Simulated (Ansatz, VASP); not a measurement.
**Two plane-wave programs on Ga3Bi2N3**

```
Ga Bi N
1.0
     5.58445    0.00000    0.00000
    -2.79223    4.83628    0.00000
     0.00000    0.00000    8.17089
Ga Bi N
3 2 3
Cartesian
  1.8815 0.0000 1.7919
  -0.9408 1.6294 1.7919
  1.8515 3.2068 1.7919
  0.0000 0.0000 6.9880
  0.0000 0.0000 4.1702
  0.0000 3.2242 1.6304
  2.7922 1.6121 1.6304
  0.0000 0.0000 1.2445
```

Alike in both runs: functional PBE; k mesh 3 × 3 × 2; occupations gaussian, width 0.15 eV; no spin polarisation.

Ansatz relaxed the structure, and its values are those at the end. VASP's run is a single point on that final structure, the one shown.

```csv
,VASP,Ansatz
version,VASP 6.6.1,Ansatz 0.2.0
potentials or method,"VASP PAW PBE potentials, release 64 (Ga_d, Bi_d, N), cutoff 600 eV","scalar-relativistic, plane waves, PAW"
valence electrons in the cell,84,84
```

```tsv
	VASP	Ansatz	Ansatz less VASP
gap on the k mesh at the Fermi level (eV)	none	none	-
pressure (GPa)	0.3	0.4	+0.08
rms of the force components (eV/Å)	0.023	0.019	-0.0038
```

A gap of «none» marks a metal or a gap that the smearing closes.

The k mesh is coarse, so the values compare programs but aren't converged. Spin-orbit coupling is off throughout.
